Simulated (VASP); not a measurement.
A run of VASP 6.6.1:

Contents of INCAR:

```
SYSTEM = TePb
  PREC = Accurate
  ENCUT = 520
  EDIFF = 1E-6
  ISMEAR = 0
  SIGMA = 0.015
  LREAL = .False.
  LASPH = .True.
  NELM = 60
  ALGO = Normal
  ISIF = 2
  LWAVE = .False.
  LCHARG = .False.
  GGA = PE
  NBANDS = 17
```

Contents of KPOINTS:

```
regular mesh
0
Gamma
  7 7 7
  0 0 0
```

The input POSCAR:

```
TePb
1.0
    0.0000000000      3.2310000000      3.2310000000
    3.2310000000      0.0000000000      3.2310000000
    3.2310000000      3.2310000000      0.0000000000
Pb Te
1 1
Direct
    0.0000000000      0.0000000000      0.0000000000
    0.5000000000      0.5000000000      0.5000000000
```

Potentials or basis: VASP PAW PBE potentials, release 64 (Pb_d, Te).

Run with:

```bash
$ cat potpaw_PBE.64/Pb_d/POTCAR potpaw_PBE.64/Te/POTCAR > POTCAR
$ mpirun -np 1 vasp_std > vasp.out
```

Hardware: 1 thread of Intel(R) Xeon(R) Platinum 8488C (Sapphire Rapids), with other jobs on the host.

**Question.** Estimate the wall time of this run.

**Answer.** It took 17 s on 1 thread of Intel(R) Xeon(R) Platinum 8488C (Sapphire Rapids) (shared host), peak memory 0.21 GiB. Counts: scf iterations 12, k points 20.
